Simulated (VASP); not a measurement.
Runs of VASP 6.6.1 on Mo. The structure is that of space group Fm-3m (No. 225), or close to it. The cells are those of the table. 

```csv
task,cell,k mesh,cutoff (eV),gap on the mesh (eV),pressure (GPa)
single point,"a = 2.783 Å, angles 60.0°, 1 atom",14 × 14 × 14,520,none,1.1
single point,"a = 2.820 Å, angles 60.0°, 1 atom",15 × 15 × 15,520,none,-8.3
single point,"a = 2.890 Å, angles 60.0°, 1 atom",15 × 15 × 15,520,none,(a)
single point,"a = 2.707 Å, angles 60.0°, 1 atom",15 × 15 × 15,520,none,28.3
relaxation of cell and atoms,"relaxed from a = 2.804 Å, angles 60.0°, 1 atom",14 × 14 × 14,600,none,-0.1
```

Alike in all rows: level LDA; potentials or basis VASP PAW LDA potentials, release 64 (Mo_sv); no spin polarisation; smearing fermi-dirac 0.1 eV.

Problem. Estimate the missing entries.

Solution. (a) -23.0.

A k mesh can miss the band edges, and the runs leave out spin-orbit coupling on Mo.

A gap of «none» marks levels without a gap at the run's occupations.
